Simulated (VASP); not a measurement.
# AlN (Cc) in VASP: notebook

The runs below take AlN through single point, with r2SCAN.

Program: VASP 6.6.1. These are calculated values, not measurements. Logs are shortened: lines on timing, memory, paths and dates and some standing lists are left out, and cuts for length are marked.

## Step 1: The cell of the first run

It takes space group Cc (No. 9, monoclinic). The conventional cell has a = 3.107 Å, b = 5.381 Å, c = 4.979 Å, α = 90.00°, β = 92.15°, γ = 90.00°. Within 2.5 Å of Al (site symmetry 1) lie 4 N at 1.87 to 1.91 Å. N (site symmetry 1) has 4 Al at 1.87 to 1.91 Å within 2.5 Å.

## Step 2: Single point, r2SCAN (strain +0.0375 x Voigt [0, 0, 0, 0, 1, 0])

File POSCAR:

```
AlN
1.0
    3.1066653386      0.0000000000      0.0582499751
   -1.5533326693      2.6904511043     -0.0291249875
    0.0933450907      0.0000000000      4.9784048354
Al N
2 2
Direct
    0.3333333333      0.6666666667      0.0016929024
    0.6666666667      0.3333333333      0.5016929024
    0.3333333333      0.6666666667      0.3833070976
    0.6666666667      0.3333333333      0.8833070976
```

File INCAR.step1:

```
ALGO     = Normal         # electronic algorithm
EDIFF    = 1E-4           # SCF threshold, eV
ENCUT    = 520            # plane-wave cutoff, eV
GGA      = PE             # functional
ISMEAR   = 0              # smearing method
LASPH    = True           # aspherical terms in the spheres
LCHARG   = False          # write CHGCAR
LREAL    = False          # projectors in reciprocal space
LWAVE    = True           # write WAVECAR
NBANDS   = 16             # bands
NELM     = 100            # most SCF steps
PREC     = Accurate       # precision mode
SIGMA    = 0.05           # smearing width, eV
```

File INCAR.step2:

```
ALGO     = Normal         # electronic algorithm
EDIFF    = 1E-7           # SCF threshold, eV
ENCUT    = 520            # plane-wave cutoff, eV
ISIF     = 2              # what is computed and relaxed
ISMEAR   = 0              # smearing method
ISTART   = 1            
LASPH    = True           # aspherical terms in the spheres
LCHARG   = False          # write CHGCAR
LMIXTAU  = True         
LREAL    = False          # projectors in reciprocal space
LWAVE    = False          # write WAVECAR
METAGGA  = R2SCAN         # meta-GGA
NBANDS   = 16             # bands
NELM     = 100            # most SCF steps
PREC     = Accurate       # precision mode
SIGMA    = 0.05           # smearing width, eV
```

File KPOINTS:

```
k-points
0
Gamma
  12 12 6
```

Potentials or basis: VASP PAW PBE potentials, release 64 (Al, N).

Run with:

```sh
> cat potpaw_PBE.64/Al/POTCAR potpaw_PBE.64/N/POTCAR > POTCAR
> cp INCAR.step1 INCAR
> mpirun -np 1 vasp_std > vasp.out
> cp INCAR.step2 INCAR
> mpirun -np 1 vasp_std > vasp.out
```

OUTCAR:

```text
EDIFF = 1E-7
   ENCUT = 520
   ISIF = 2
   ISMEAR = 0
   ISTART = 1
   LASPH = True
   LREAL = False
   METAGGA = R2SCAN
   NELM = 100
   PREC = Accurate

 ion  position               nearest neighbor table
   1  0.333  0.667  0.002-   4 1.87   4 1.89   3 1.90   4 1.91   2 3.02   2 3.02   2 3.07   2 3.07
                             2 3.12   2 3.12
   2  0.667  0.333  0.502-   3 1.87   3 1.89   4 1.90   3 1.91   1 3.02   1 3.02   1 3.07   1 3.07
                             1 3.12   1 3.12
   3  0.333  0.667  0.383-   2 1.87   2 1.89   1 1.90   2 1.91
   4  0.667  0.333  0.883-   1 1.87   1 1.89   2 1.90   1 1.91

  LATTYP: Found a base centered monoclinic cell.
 ALAT       =     3.1072113841
 B/A-ratio  =     1.7317464258
 C/A-ratio  =     1.6024915119
 COS(beta)  =    -0.0374868210

  Lattice vectors:

 A1 = (  -1.5533326693,   2.6904511043,  -0.0291249875)
 A2 = (  -1.5533326693,  -2.6904511043,  -0.0291249876)
 A3 = (   0.0933450907,   0.0000000000,   4.9784048354)

Analysis of symmetry for initial positions (statically):
=====================================================================
 Subroutine PRICEL returns:
 Original cell was already a primitive cell.

 Routine SETGRP: Setting up the symmetry group for a
 base centered monoclinic supercell.

 Subroutine GETGRP returns: Found  2 space group operations
 (whereof  1 operations were pure point group operations)
 out of a pool of  4 trial point group operations.

The static configuration has the point symmetry C_1 .
 The point group associated with its full space group is C_1h.

Analysis of symmetry for dynamics (positions and initial velocities):
=====================================================================
 Subroutine PRICEL returns:
 Original cell was already a primitive cell.

 Routine SETGRP: Setting up the symmetry group for a
 base centered monoclinic supercell.

 Subroutine GETGRP returns: Found  2 space group operations
 (whereof  1 operations were pure point group operations)
 out of a pool of  4 trial point group operations.

The dynamic configuration has the point symmetry C_1 .
 The point group associated with its full space group is C_1h.

 Subroutine INISYM returns: Found  2 space group operations
 (whereof  1 operations are pure point group operations),
 and found     1 'primitive' translations

----------------------------------------------------------------------------------------

                                     Primitive cell

  volume of cell :      41.5965

  direct lattice vectors                    reciprocal lattice vectors
     3.106665339  0.000000000  0.058249975     0.322001753  0.185842441 -0.006037533
    -1.553332669  2.690451104 -0.029124988     0.000000000  0.371684882  0.000000000
     0.093345091  0.000000000  4.978404835    -0.003767591 -0.000000000  0.200938196

  length of vectors
     3.107211384  3.106801859  4.979279869     0.371831943  0.371684882  0.200973514

  position of ions in fractional coordinates (direct lattice)
     0.333333333  0.666666667  0.001692902
     0.666666667  0.333333333  0.501692902
     0.333333333  0.666666667  0.383307098
     0.666666667  0.333333333  0.883307098

  ion indices of the primitive-cell ions
   primitive index   ion index
                 1           1
                 2           2
                 3           3
                 4           4

----------------------------------------------------------------------------------------

 KPOINTS: k-points

Automatic generation of k-mesh.
 Grid dimensions read from file:
 generate k-points for:   12   12    6

 Generating k-lattice:

  Cartesian coordinates                     Fractional coordinates (reciprocal lattice)
     0.026833479  0.015486870 -0.000503128     0.083333333 -0.000000000  0.000000000
     0.000000000  0.030973740  0.000000000     0.000000000  0.083333333  0.000000000
    -0.000627932 -0.000000000  0.033489699     0.000000000  0.000000000  0.166666667

  Length of vectors
     0.030985995  0.030973740  0.033495586

  Shift w.r.t. Gamma in fractional coordinates (k-lattice)
     0.000000000  0.000000000  0.000000000

 Subroutine IBZKPT returns following result:
 ===========================================

 Found    242 irreducible k-points:

 Following reciprocal coordinates:
            Coordinates               Weight
  0.000000  0.000000  0.000000      1.000000
  0.083333 -0.000000 -0.000000      4.000000
  0.166667 -0.000000  0.000000      4.000000
  0.250000 -0.000000 -0.000000      4.000000
  0.333333 -0.000000  0.000000      4.000000
  0.416667 -0.000000  0.000000      4.000000
[... 16 lines left out ...]
  0.333333  0.166667  0.000000      4.000000
  0.416667  0.166667  0.000000      4.000000
 [... further k-points ...]
   k-points           NKPTS =    242   k-points in BZ     NKDIM =    242   number of bands    NBANDS=     16
   number of dos      NEDOS =    301   number of ions     NIONS =      4
[... 28 lines left out ...]
   NUPDOWN=      -1.0000    fix difference up-down
   EMIN   =  10.00;   EMAX   =-10.00  energy-range for DOS
   EFERMI =   0.00;   METHOD = LEGACY
   ISMEAR =     0;   SIGMA  =   0.05  broadening in eV -4-tet -1-fermi 0-gaus
   EFERMI_NEDOS =   21; number of points for ismear=-14 and -15
   IALGO  =     38    algorithm
   IMIX   =      4    mixing-type and parameters
     AMIX     =   0.40;   BMIX     =  1.00
     AMIX_MAG =   1.60;   BMIX_MAG =  1.00
  volume/ion in A,a.u.               =      10.40        70.18
  Fermi-wavevector in a.u.,A,eV,Ry     =   1.190591  2.249890 19.286341  1.417506
  Thomas-Fermi vector in A             =   2.326672
   LORBIT       =      0    0 simple, 1 ext, 2 COOP (PROOUT), +10 PAW based schemes
   METAGGA = R2SCAN    functional components
   LHFCALC =     F    Hartree Fock is set to
   AEXX    =    0.0000 exact exchange contribution
   IVDW    =     0    specifies the selected vdW correction
   LEPSILON=     F    determine dielectric tensor
   LRPA    =     F    only Hartree local field effects (RPA)
 non-spin polarized calculation
 Gauss-broadening in eV      SIGMA  =   0.05
  energy-cutoff  :      520.00
  volume of cell :       41.60
 maximum number of plane-waves:      1136
   NGX = 11   NGY = 11   NGZ = 19

 number of electron      15.9999997 magnetization

 Free energy of the ion-electron system (eV)
  ---------------------------------------------------
  ext. energy  EPLUGINS =         0.00000000
  ---------------------------------------------------
  free energy    TOTEN  =       -38.43117803 eV

  energy without entropy =      -38.43117803  energy(sigma->0) =      -38.43117803

 E-fermi :   6.1708     XC(G=0): -11.4191

 val. band max:        5.9661594418   @ k =   0.0000   0.0000   0.0000
 cond. band min:      10.8309933211   @ k =   0.0000   0.0000   0.0000
 fundamental gap:      4.8648338793
 Fermi energy:         6.1707781095

 k-point     1 :       0.0000    0.0000    0.0000
  band No.  band energies     occupation
      1     -10.0598      2.00000
      2      -7.9330      2.00000
      3      -0.1452      2.00000
      4       5.0353      2.00000
      5       5.0367      2.00000
      6       5.6648      2.00000
[... 8 lines left out ...]
     15      20.0029      0.00000
     16      20.0374      0.00000

 k-point     2 :       0.0833   -0.0000   -0.0000
  band No.  band energies     occupation
      1      -9.9704      2.00000
      2      -7.8832      2.00000
      3      -0.0372      2.00000
      4       4.6277      2.00000
      5       4.9166      2.00000
      6       5.2825      2.00000
[... 8 lines left out ...]
     15      20.0653      0.00000
     16      20.1516      0.00000

 k-point     3 :       0.1667   -0.0000    0.0000
  band No.  band energies     occupation
      1      -9.7107      2.00000
      2      -7.7474      2.00000
      3       0.2808      2.00000
      4       3.6205      2.00000
      5       4.4043      2.00000
      6       4.6401      2.00000
[... 8 lines left out ...]
     15      19.3537      0.00000
     16      19.6993      0.00000
[... 362 lines left out ...]
 k-point    23 :       0.3333    0.1667    0.0000
  band No.  band energies     occupation
      1      -8.1777      2.00000
      2      -7.3644      2.00000
      3       0.9001      2.00000
      4       1.9247      2.00000
      5       2.4292      2.00000
      6       3.1042      2.00000
[... 8 lines left out ...]
     15      19.5361      0.00000
     16      21.7838      0.00000

 k-point    24 :       0.4167    0.1667    0.0000
  band No.  band energies     occupation
      1      -7.9486      2.00000
      2      -7.4195      2.00000
      3       0.6621      2.00000
      4       1.8899      2.00000
      5       2.8225      2.00000
      6       2.8931      2.00000
[... 8 lines left out ...]
     15      19.9698      0.00000
     16      21.8287      0.00000

 [... further k-points ...]

------------------------ aborting loop because EDIFF is reached ----------------------------------------

  FORCE on cell =-STRESS in cart. coord.  units (eV):
  Direction    XX          YY          ZZ          XY          YZ          ZX
  --------------------------------------------------------------------------------------
  -------------------------------------------------------------------------------------
  Total       -0.0876604     -0.0813345     -0.0448375      0.0000000     -0.0000000     -1.3379999
  in kB       -3.3764246     -3.1327689     -1.7270112      0.0000000     -0.0000000    -51.5358680
  external PRESSURE =      -2.7454015 kB  Pullay stress =       0.0000000 kB

 VOLUME and BASIS-vectors are now :
 -----------------------------------------------------------------------------
  energy-cutoff  :      520.00
  volume of cell :       41.60
      direct lattice vectors                 reciprocal lattice vectors
     3.106665339  0.000000000  0.058249975     0.322001753  0.185842441 -0.006037533
    -1.553332669  2.690451104 -0.029124988     0.000000000  0.371684882  0.000000000
     0.093345091  0.000000000  4.978404835    -0.003767591 -0.000000000  0.200938196

 POSITION                                       TOTAL-FORCE (eV/Angst)
 -----------------------------------------------------------------------------------
      0.00016      1.79363      0.00843        -0.197696      0.020253      0.010314
      1.60016      0.89682      2.52676        -0.197696     -0.020253      0.010314
      0.03578      1.79363      1.90826         0.197696      0.025312     -0.010314
      1.63579      0.89682      4.42659         0.197696     -0.025312     -0.010314
 -----------------------------------------------------------------------------------
    total drift:                                0.000051      0.000002      0.001183

  FREE ENERGIE OF THE ION-ELECTRON SYSTEM (eV)
  ---------------------------------------------------
  free  energy   TOTEN  =       -38.4311780286 eV

  energy  without entropy=      -38.4311780286  energy(sigma->0) =      -38.43117803
```

Wall time 6.9 min (1 thread of Intel Xeon Platinum 8259CL at 2.50GHz (Skylake/Cascade Lake), shared host); peak memory 0.26 GiB.

Results:

- Free energy: -38.4312 eV
- Pressure: -0.3 GPa
- Largest force: 0.200 eV/Å
- Band gap on the k mesh: 4.86 eV

Forces in eV/Å, atoms in the order of the input:
```
Al  -0.198  0.020  0.010
Al  -0.198 -0.020  0.010
N    0.198  0.025 -0.010
N    0.198 -0.025 -0.010
```

Caveat: the cell differs from its parent crystal (strain +0.0375 x Voigt [0, 0, 0, 0, 1, 0]); the PAW data sets were made with another functional, which shifts forces and pressure a little.

## Step 3: Single point, r2SCAN (strain +0.0225 x Voigt [0, 0, 0, 0, 1, 0])

File POSCAR:

```
AlN
1.0
    3.1066653386      0.0000000000      0.0349499851
   -1.5533326693      2.6904511043     -0.0174749925
    0.0560070544      0.0000000000      4.9784048354
Al N
2 2
Direct
    0.3333333333      0.6666666667      0.0016929024
    0.6666666667      0.3333333333      0.5016929024
    0.3333333333      0.6666666667      0.3833070976
    0.6666666667      0.3333333333      0.8833070976
```

File INCAR.step1:

```
ALGO     = Normal         # electronic algorithm
EDIFF    = 1E-4           # SCF threshold, eV
ENCUT    = 520            # plane-wave cutoff, eV
GGA      = PE             # functional
ISMEAR   = 0              # smearing method
LASPH    = T              # aspherical terms in the spheres
LCHARG   = F              # write CHGCAR
LREAL    = F              # projectors in reciprocal space
LWAVE    = T              # write WAVECAR
NBANDS   = 16             # bands
NELM     = 80             # most SCF steps
PREC     = Accurate       # precision mode
SIGMA    = 0.05           # smearing width, eV
```

File INCAR.step2:

```
ALGO     = Normal         # electronic algorithm
EDIFF    = 1E-6           # SCF threshold, eV
ENCUT    = 520            # plane-wave cutoff, eV
ISIF     = 2              # what is computed and relaxed
ISMEAR   = 0              # smearing method
ISTART   = 1            
LASPH    = T              # aspherical terms in the spheres
LCHARG   = T              # write CHGCAR
LELF     = T              # ELF
LMIXTAU  = T            
LREAL    = F              # projectors in reciprocal space
LVHAR    = T            
LWAVE    = F              # write WAVECAR
METAGGA  = R2SCAN         # meta-GGA
NBANDS   = 16             # bands
NELM     = 80             # most SCF steps
PREC     = Accurate       # precision mode
SIGMA    = 0.05           # smearing width, eV
```

KPOINTS is that of step 2.

Potentials or basis: VASP PAW PBE potentials, release 64 (Al, N).

Run with:

```sh
> cat potpaw_PBE.64/Al/POTCAR potpaw_PBE.64/N/POTCAR > POTCAR
> cp INCAR.step1 INCAR
> mpirun -np 1 vasp_std > vasp.out
> cp INCAR.step2 INCAR
> mpirun -np 1 vasp_std > vasp.out
```

Run time: 7.9 min. Hardware: 1 thread of Intel Xeon Platinum 8259CL at 2.50GHz (Skylake/Cascade Lake), shared host; peak memory 0.26 GiB.

Results (log left out):

| Quantity | Value |
| --- | --- |
| Free energy | -38.4473 eV |
| Pressure | -0.3 GPa |
| Largest force | 0.119 eV/Å |
| Band gap on the k mesh | 4.90 eV |

Forces on the atoms (eV/Å):
```
Al  -0.118  0.007  0.004
Al  -0.118 -0.007  0.004
N    0.118  0.009 -0.004
N    0.118 -0.009 -0.004
```

Stress tensor (GPa, compression positive):
```
-0.37  0.00 -3.09
 0.00 -0.36  0.00
-3.09  0.00 -0.31
```

Levels at points of the mesh, in eV from the valence-band top:
```tsv
k point	band 4	band 5	band 6	band 7	band 8	band 9	band 10	band 11	band 12	band 13
(0.00, 0.00, 0.00)	-0.90	-0.90	-0.25	-0.24	0.00	4.90	7.52	11.59	12.02	12.03
(0.50, 0.00, 0.00)	-4.25	-3.39	-2.15	-1.79	-0.72	6.43	6.55	9.02	11.24	11.72
(0.00, 0.50, 0.00)	-4.24	-3.41	-2.15	-1.79	-0.72	6.43	6.55	9.00	11.24	11.75
(0.00, 0.00, 0.50)	-3.39	-0.62	-0.62	-0.54	-0.54	7.24	7.24	11.30	11.30	12.23
(0.50, 0.00, 0.50)	-5.62	-1.55	-1.50	-1.49	-1.31	5.92	6.05	9.97	10.30	12.82
(0.00, 0.50, 0.50)	-5.68	-1.53	-1.53	-1.39	-1.39	5.98	5.98	10.13	10.13	12.87
```

Caveat: the cell differs from its parent crystal (strain +0.0225 x Voigt [0, 0, 0, 0, 1, 0]); the PAW data sets were made with another functional, which shifts forces and pressure a little. A k mesh can miss the band edges.

## Step 4: Single point, r2SCAN (strain +0.0075 x Voigt [0, 0, 0, 0, 1, 0])

File POSCAR:

```
AlN
1.0
    3.1066653386      0.0000000000      0.0116499950
   -1.5533326693      2.6904511043     -0.0058249975
    0.0186690181      0.0000000000      4.9784048354
Al N
2 2
Direct
    0.3333333333      0.6666666667      0.0016929024
    0.6666666667      0.3333333333      0.5016929024
    0.3333333333      0.6666666667      0.3833070976
    0.6666666667      0.3333333333      0.8833070976
```

File INCAR.step1:

```
  PREC = Accurate
  ENCUT = 520
  ISMEAR = 0
  SIGMA = 0.05
  LREAL = False
  LASPH = True
  NELM = 80
  NBANDS = 16
  GGA = PE
  ALGO = Normal
  EDIFF = 1E-4
  LWAVE = True
  LCHARG = False
```

File INCAR.step2:

```
  PREC = Accurate
  ENCUT = 520
  EDIFF = 1E-6
  ISMEAR = 0
  SIGMA = 0.05
  LREAL = False
  LASPH = True
  NELM = 80
  ALGO = Normal
  ISIF = 2
  LWAVE = False
  LCHARG = True
  METAGGA = R2SCAN
  LMIXTAU = True
  LELF = True
  LVHAR = True
  NBANDS = 16
  ISTART = 1
```

File KPOINTS:

```
Automatic mesh
0
Gamma
  12 12 6
```

Run with:

```sh
> cat potpaw_PBE.64/Al/POTCAR potpaw_PBE.64/N/POTCAR > POTCAR
> cp INCAR.step1 INCAR
> mpirun -np 1 vasp_std > vasp.out
> cp INCAR.step2 INCAR
> mpirun -np 1 vasp_std > vasp.out
```

Wall time 6.8 min (1 thread of Intel Xeon Platinum 8259CL at 2.50GHz (Skylake/Cascade Lake), shared host); peak memory 0.26 GiB.

It converged, with:

```
Free energy            : -38.4553 eV
Pressure               : -0.4 GPa
Largest force          : 0.039 eV/Å
Band gap on the k mesh : 4.92 eV
```

Forces on the atoms (eV/Å):
```
Al  -0.039  0.001  0.001
Al  -0.039 -0.001  0.001
N    0.039  0.001 -0.001
N    0.039 -0.001 -0.001
```

Stress tensor (GPa, compression positive):
```
-0.39  0.00 -1.03
 0.00 -0.38  0.00
-1.03  0.00 -0.37
```

Levels at points of the mesh, in eV from the valence-band top:
```
           k point  band 5  band 6  band 7  band 8  band 9  band 10  band 11  band 12
(0.00, 0.00, 0.00)   -0.89   -0.23   -0.23    0.00    4.92     7.54    11.61    12.04
(0.50, 0.00, 0.00)   -3.39   -2.14   -1.77   -0.71    6.45     6.56     9.05    11.26
(0.00, 0.50, 0.00)   -3.39   -2.14   -1.77   -0.71    6.45     6.56     9.05    11.26
(0.00, 0.00, 0.50)   -0.58   -0.58   -0.55   -0.55    7.26     7.26    11.31    11.31
(0.50, 0.00, 0.50)   -1.51   -1.49   -1.43   -1.36    5.98     6.02    10.09    10.20
(0.00, 0.50, 0.50)   -1.50   -1.50   -1.39   -1.39    6.00     6.00    10.15    10.15
```

Caveat: the cell differs from its parent crystal (strain +0.0075 x Voigt [0, 0, 0, 0, 1, 0]); the PAW data sets were made with another functional, which shifts forces and pressure a little. A k mesh can miss the band edges.

## Step 5: Summary

```csv
cell,gap on the mesh (eV),pressure (GPa),largest force (eV/Å)
"a = 3.107, b = 3.107, c = 4.979 Å, angles 91.1, 87.9, 120.0°, 4 atoms",4.86,-0.3,0.20
"a = 3.107, b = 3.107, c = 4.979 Å, angles 90.6, 88.7, 120.0°, 4 atoms",4.90,-0.3,0.12
"a = 3.107, b = 3.107, c = 4.978 Å, angles 90.2, 89.6, 120.0°, 4 atoms",4.92,-0.4,0.04
```

Alike in all rows: task single point; level r2SCAN; potentials or basis VASP PAW PBE potentials, release 64 (Al, N); no spin polarisation; k mesh 12 × 12 × 6; cutoff (eV) 520; smearing gaussian 0.05 eV.

Caveats: the PAW data sets were made with another functional, which shifts forces and pressure a little.

Absolute energies hang on the potentials; compare differences alone.
